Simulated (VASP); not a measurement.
# Al2Cu (Cm) in VASP: single point with r2SCAN

Aim: the single point of Al2Cu with r2SCAN.

All numbers are computed with VASP 6.6.1; they aren't measurements. Logs are shortened: lines on timing, memory, paths and dates and some standing lists are left out, and cuts for length are marked.

## (1) The cell of the first run

It takes space group Cm (No. 8, monoclinic). The conventional cell has a = 7.000 Å, b = 4.061 Å, c = 4.061 Å, α = 90.00°, β = 125.46°, γ = 90.00°. Within 1.9 Å of Al (site symmetry m) lie 1 Cu at 1.44 Å. Within 3.3 Å of Al (site symmetry m) lie 4 Cu at 2.36 to 3.00 Å and 6 Al at 2.59 to 3.20 Å. Cu (site symmetry m) has 1 Al at 1.44 Å within 1.9 Å.

## (2) Single point, r2SCAN (shortest bond scaled by 0.58)

POSCAR reads:

```
Al2Cu
1.0
   -2.0303375000      2.0303375000      2.8510940000
    2.0303375000     -2.0303375000      2.8510940000
    2.0303375000      2.0303375000     -2.8510940000
Al Cu
2 1
Direct
    0.6975000000      0.0925000000      0.3950000000
    0.2500000000      0.7500000000      0.5000000000
    0.5525000000      0.6575000000      0.1050000000
```

INCAR.step1 reads:

```
PREC     = Accurate       # precision mode
ENCUT    = 520            # plane-wave cutoff, eV
ISMEAR   = -1             # smearing method
SIGMA    = 0.05           # smearing width, eV
LREAL    = F              # projectors in reciprocal space
LASPH    = T              # aspherical terms in the spheres
NELM     = 100            # most SCF steps
NBANDS   = 16             # bands
GGA      = PE             # functional
ALGO     = Normal         # electronic algorithm
EDIFF    = 1E-4           # SCF threshold, eV
LWAVE    = T              # write WAVECAR
LCHARG   = F              # write CHGCAR
```

INCAR.step2 reads:

```
PREC     = Accurate       # precision mode
ENCUT    = 520            # plane-wave cutoff, eV
EDIFF    = 1E-7           # SCF threshold, eV
ISMEAR   = -1             # smearing method
SIGMA    = 0.05           # smearing width, eV
LREAL    = F              # projectors in reciprocal space
LASPH    = T              # aspherical terms in the spheres
NELM     = 100            # most SCF steps
ALGO     = Normal         # electronic algorithm
ISIF     = 2              # what is computed and relaxed
LWAVE    = F              # write WAVECAR
LCHARG   = F              # write CHGCAR
METAGGA  = R2SCAN         # meta-GGA
LMIXTAU  = T            
NBANDS   = 16             # bands
ISTART   = 1
```

KPOINTS reads:

```
regular mesh
0
Gamma
  10 10 10
```

Potentials or basis: VASP PAW PBE potentials, release 64 (Al, Cu).

Launch:

```sh
$ cat potpaw_PBE.64/Al/POTCAR potpaw_PBE.64/Cu/POTCAR > POTCAR
$ cp INCAR.step1 INCAR
$ mpirun -np 1 vasp_std > vasp.out
$ cp INCAR.step2 INCAR
$ mpirun -np 1 vasp_std > vasp.out
```

OUTCAR:

```text
PREC = Accurate
   ENCUT = 520
   EDIFF = 1E-7
   ISMEAR = -1
   LREAL = F
   LASPH = T
   NELM = 100
   ISIF = 2
   METAGGA = R2SCAN
   ISTART = 1

 ion  position               nearest neighbor table
   1  0.697  0.093  0.395-   3 1.44   2 2.59   2 2.60   2 2.60   3 2.99   3 2.99   3 3.00   2 3.18
                             2 3.20   2 3.20
   2  0.250  0.750  0.500-   3 2.36   3 2.36   3 2.36   1 2.59   1 2.60   1 2.60   3 3.00   1 3.18
                             1 3.20   1 3.20
   3  0.553  0.657  0.105-   1 1.44   2 2.36   2 2.36   2 2.36   1 2.99   1 2.99   1 3.00   2 3.00

 -----------------------------------------------------------------------------
|                                                                             |
|           W    W    AA    RRRRR   N    N  II  N    N   GGGG   !!!           |
|           W    W   A  A   R    R  NN   N  II  NN   N  G    G  !!!           |
|           W    W  A    A  R    R  N N  N  II  N N  N  G       !!!           |
|           W WW W  AAAAAA  RRRRR   N  N N  II  N  N N  G  GGG   !            |
|           WW  WW  A    A  R   R   N   NN  II  N   NN  G    G                |
|           W    W  A    A  R    R  N    N  II  N    N   GGGG   !!!           |
|                                                                             |
|     The distance between some ions is very small. Please check the          |
|     nearest-neighbor list in the OUTCAR file.                               |
|     I HOPE YOU KNOW WHAT YOU ARE DOING!                                     |
|                                                                             |
 -----------------------------------------------------------------------------

  LATTYP: Found a body centered tetragonal cell.
 ALAT       =     4.0606750000
 C/A-ratio  =     1.4042463384

  Lattice vectors:

 A1 = (  -2.0303375000,   2.0303375000,   2.8510940000)
 A2 = (   2.0303375000,  -2.0303375000,   2.8510940000)
 A3 = (   2.0303375000,   2.0303375000,  -2.8510940000)

Analysis of symmetry for initial positions (statically):
=====================================================================
 Subroutine PRICEL returns:
 Original cell was already a primitive cell.

 Routine SETGRP: Setting up the symmetry group for a
 body centered tetragonal supercell.

 Subroutine GETGRP returns: Found  2 space group operations
 (whereof  2 operations were pure point group operations)
 out of a pool of 16 trial point group operations.

The static configuration has the point symmetry C_1h.

Analysis of symmetry for dynamics (positions and initial velocities):
=====================================================================
 Subroutine PRICEL returns:
 Original cell was already a primitive cell.

 Routine SETGRP: Setting up the symmetry group for a
 body centered tetragonal supercell.

 Subroutine GETGRP returns: Found  2 space group operations
 (whereof  2 operations were pure point group operations)
 out of a pool of 16 trial point group operations.

The dynamic configuration has the point symmetry C_1h.

 Subroutine INISYM returns: Found  2 space group operations
 (whereof  2 operations are pure point group operations),
 and found     1 'primitive' translations

----------------------------------------------------------------------------------------

                                     Primitive cell

  volume of cell :      47.0119

  direct lattice vectors                    reciprocal lattice vectors
    -2.030337500  2.030337500  2.851094000     0.000000000  0.246264476  0.175371279
     2.030337500 -2.030337500  2.851094000     0.246264476  0.000000000  0.175371279
     2.030337500  2.030337500 -2.851094000     0.246264476  0.246264476  0.000000000

  length of vectors
     4.046390703  4.046390703  4.046390703     0.302326442  0.302326442  0.348270562

  position of ions in fractional coordinates (direct lattice)
     0.697500000  0.092500000  0.395000000
     0.250000000  0.750000000  0.500000000
     0.552500000  0.657500000  0.105000000

  ion indices of the primitive-cell ions
   primitive index   ion index
                 1           1
                 2           2
                 3           3

----------------------------------------------------------------------------------------

 KPOINTS: regular mesh

Automatic generation of k-mesh.
 Grid dimensions read from file:
 generate k-points for:   10   10   10

 Generating k-lattice:

  Cartesian coordinates                     Fractional coordinates (reciprocal lattice)
     0.000000000  0.024626448  0.017537128     0.100000000  0.000000000 -0.000000000
     0.024626448  0.000000000  0.017537128     0.000000000  0.100000000 -0.000000000
     0.024626448  0.024626448  0.000000000     0.000000000  0.000000000  0.100000000

  Length of vectors
     0.030232644  0.030232644  0.034827056

  Shift w.r.t. Gamma in fractional coordinates (k-lattice)
     0.000000000  0.000000000  0.000000000

 Subroutine IBZKPT returns following result:
 ===========================================

 Found    282 irreducible k-points:

 Following reciprocal coordinates:
            Coordinates               Weight
  0.000000  0.000000  0.000000      1.000000
  0.100000  0.000000 -0.000000      4.000000
  0.000000  0.100000 -0.000000      2.000000
  0.100000  0.000000 -0.100000      2.000000
  0.200000  0.000000 -0.000000      4.000000
  0.000000  0.200000 -0.000000      2.000000
[... 16 lines left out ...]
  0.300000  0.100000 -0.000000      4.000000
  0.000000  0.400000 -0.100000      4.000000
 [... further k-points ...]
   k-points           NKPTS =    282   k-points in BZ     NKDIM =    282   number of bands    NBANDS=     16
   number of dos      NEDOS =    301   number of ions     NIONS =      3
   total plane-waves  NPLWV =  27000
   dimension x,y,z NGX =    30 NGY =   30 NGZ =   30
   dimension x,y,z NGXF=    60 NGYF=   60 NGZF=   60
   ions per type =               2   1
   NGX,Y,Z   is equivalent  to a cutoff of  12.33, 12.33, 12.33 a.u.
   NGXF,Y,Z  is equivalent  to a cutoff of  24.65, 24.65, 24.65 a.u.
 SYSTEM =  unknown system
   PREC   = accura    normal or accurate (medium, high low for compatibility)
   ISTART =      1    job   : 0-new  1-cont  2-samecut
   ICHARG =      0    charge: 1-file 2-atom 10-const
   ISPIN  =      1    spin polarized calculation?
   LNONCOLLINEAR =      F non collinear calculations
   LSORBIT =      F    spin-orbit coupling
   LASPH  =      T    aspherical Exc in radial PAW
   ENCUT  =  520.0 eV  38.22 Ry    6.18 a.u.   7.52  7.52  7.52*2*pi/ulx,y,z
   NELM   =    100;   NELMIN=  2; NELMDL=  0     # of ELM steps
   EDIFF  = 0.1E-06   stopping-criterion for ELM
   LREAL  =      F    real-space projection
   EDIFFG = 0.1E-05   stopping-criterion for IOM
   NSW    =      0    number of steps for IOM
   IBRION =     -1    ionic relax: 0-MD 1-quasi-New 2-CG
   NFREE  =      0    steps in history (QN), initial steepest desc. (CG)
   ISIF   =      2    stress and relaxation
   ISYM   =      2    0-nonsym 1-usesym 2-fastsym
   POTIM  = 0.5000    time-step for ionic-motion
   TEBEG  =    0.0;   TEEND  =   0.0 temperature during run
   PSTRESS=    0.0 pullay stress
   NELECT =      17.0000    total number of electrons
   NUPDOWN=      -1.0000    fix difference up-down
   EMIN   =  10.00;   EMAX   =-10.00  energy-range for DOS
   EFERMI =   0.00;   METHOD = LEGACY
   ISMEAR =    -1;   SIGMA  =   0.05  broadening in eV -4-tet -1-fermi 0-gaus
   EFERMI_NEDOS =   21; number of points for ismear=-14 and -15
   IALGO  =     38    algorithm
   IMIX   =      4    mixing-type and parameters
     AMIX     =   0.40;   BMIX     =  1.00
     AMIX_MAG =   1.60;   BMIX_MAG =  1.00
  volume/ion in A,a.u.               =      15.67       105.75
  Fermi-wavevector in a.u.,A,eV,Ry     =   1.166331  2.204046 18.508385  1.360328
  Thomas-Fermi vector in A             =   2.302845
   LORBIT       =      0    0 simple, 1 ext, 2 COOP (PROOUT), +10 PAW based schemes
   METAGGA = R2SCAN    functional components
   LHFCALC =     F    Hartree Fock is set to
   AEXX    =    0.0000 exact exchange contribution
   IVDW    =     0    specifies the selected vdW correction
   LEPSILON=     F    determine dielectric tensor
   LRPA    =     F    only Hartree local field effects (RPA)
 non-spin polarized calculation
  energy-cutoff  :      520.00
  volume of cell :       47.01
 maximum number of plane-waves:      1295
   NGX = 15   NGY = 15   NGZ = 15

 number of electron      17.0000004 magnetization

 Free energy of the ion-electron system (eV)
  ---------------------------------------------------
  ext. energy  EPLUGINS =         0.00000000
  ---------------------------------------------------
  free energy    TOTEN  =       -14.78690487 eV

  energy without entropy =      -14.77933514  energy(sigma->0) =      -14.78312000

 E-fermi :   7.1349     XC(G=0): -11.0747

 val. band max:        7.1278515960   @ k =  -0.3000  -0.1000   0.3000
 cond. band min:       7.1418045590   @ k =  -0.1000  -0.4000   0.4000
 fundamental gap:      0.0139529630
 Fermi energy:         7.1349049412

 k-point     1 :       0.0000    0.0000    0.0000
  band No.  band energies     occupation
      1      -3.6419      2.00000
      2       0.3395      2.00000
      3       0.3410      2.00000
      4       0.4420      2.00000
      5       1.5293      2.00000
      6       1.5341      2.00000
[... 8 lines left out ...]
     15      14.4968      0.00000
     16      15.0583      0.00000

 k-point     2 :       0.1000    0.0000   -0.0000
  band No.  band energies     occupation
      1      -3.5022      2.00000
      2       0.3302      2.00000
      3       0.3314      2.00000
      4       0.4489      2.00000
      5       1.5153      2.00000
      6       1.5535      2.00000
[... 8 lines left out ...]
     15      14.1059      0.00000
     16      14.7293      0.00000
[... 387 lines left out ...]
      5       1.3280      2.00000
      6       1.6692      2.00000
[... 8 lines left out ...]
     15      15.7810      0.00000
     16      18.0859      0.00000

 k-point    24 :       0.0000    0.4000   -0.1000
  band No.  band energies     occupation
      1      -2.0209      2.00000
      2       0.3132      2.00000
      3       0.4370      2.00000
      4       0.5326      2.00000
      5       1.4423      2.00000
      6       1.4970      2.00000
[... 8 lines left out ...]
     15      15.4892      0.00000
     16      18.7564      0.00000

 [... further k-points ...]

------------------------ aborting loop because EDIFF is reached ----------------------------------------

  FORCE on cell =-STRESS in cart. coord.  units (eV):
  Direction    XX          YY          ZZ          XY          YZ          ZX
  --------------------------------------------------------------------------------------
  -------------------------------------------------------------------------------------
  Total       30.5455535      2.8761631     16.7119901      0.0000000      0.0000000     19.3014896
  in kB     1040.9996455     98.0203136    569.5485513      0.0000000      0.0000000    657.7993054
  external PRESSURE =     569.5228368 kB  Pullay stress =       0.0000000 kB

 VOLUME and BASIS-vectors are now :
 -----------------------------------------------------------------------------
  energy-cutoff  :      520.00
  volume of cell :       47.01
      direct lattice vectors                 reciprocal lattice vectors
    -2.030337500  2.030337500  2.851094000     0.000000000  0.246264476  0.175371279
     2.030337500 -2.030337500  2.851094000     0.246264476  0.000000000  0.175371279
     2.030337500  2.030337500 -2.851094000     0.246264476  0.246264476  0.000000000

 POSITION                                       TOTAL-FORCE (eV/Angst)
 -----------------------------------------------------------------------------------
     -0.42637      2.03034      1.12618        27.222233      0.000000     19.200881
      2.03034      0.00000      1.42555        -0.141221     -0.000000     -0.201678
      0.42637     -0.00000      3.15046       -27.081012     -0.000000    -18.999203
 -----------------------------------------------------------------------------------
    total drift:                               -0.021034      0.000290     -0.015119

  FREE ENERGIE OF THE ION-ELECTRON SYSTEM (eV)
  ---------------------------------------------------
  free  energy   TOTEN  =       -14.7869048657 eV

  energy  without entropy=      -14.7793351428  energy(sigma->0) =      -14.78312000
```

Wall time 17 min (1 thread of Intel Xeon 8259CL, shared host); peak memory 0.33 GiB.

Results:

| Property | Result |
| --- | --- |
| Free energy | -14.7869 eV |
| Pressure | 57.0 GPa |
| Largest force | 33.313 eV/Å |
| Band gap on the k mesh | zero (an odd number of electrons rules out a gap without spin polarisation) |

Forces in eV/Å, atoms in the order of the input:
```
Al   27.222   0.000  19.201
Al   -0.141   0.000  -0.202
Cu  -27.081   0.000 -18.999
```

Levels at points of the mesh, in eV from the Fermi level:
```tsv
k point	band 5	band 6	band 7	band 8	band 9	band 10	band 11	band 12	band 13	band 14
(0.00, 0.00, 0.00)	-5.61	-5.60	1.67	1.69	2.15	4.06	4.06	4.25	5.21	7.25
(0.50, 0.00, 0.00)	-6.18	-5.37	-5.17	0.54	1.41	2.87	3.05	3.69	5.11	10.50
(0.00, 0.50, 0.00)	-5.98	-5.68	-5.68	0.14	0.19	3.44	3.50	4.61	5.69	9.79
(0.50, 0.00, 0.50)	-6.18	-5.37	-5.17	0.50	1.48	2.98	3.01	3.61	5.10	10.58
(0.50, 0.50, 0.00)	-5.52	-5.35	-5.01	-2.13	-1.45	-0.04	1.67	10.05	10.82	11.42
(0.50, 0.50, 0.50)	-5.50	-5.35	-4.99	-2.18	-1.51	-0.12	1.63	10.05	10.81	11.36
```

Caveat: the cell differs from its parent crystal (shortest bond scaled by 0.58); atoms lie so close that the PAW spheres overlap strongly, which falsifies energies and pressures; the stress differs along the axes, from 10 to 104 GPa; the PAW data sets were made with another functional, which shifts forces and pressure a little.
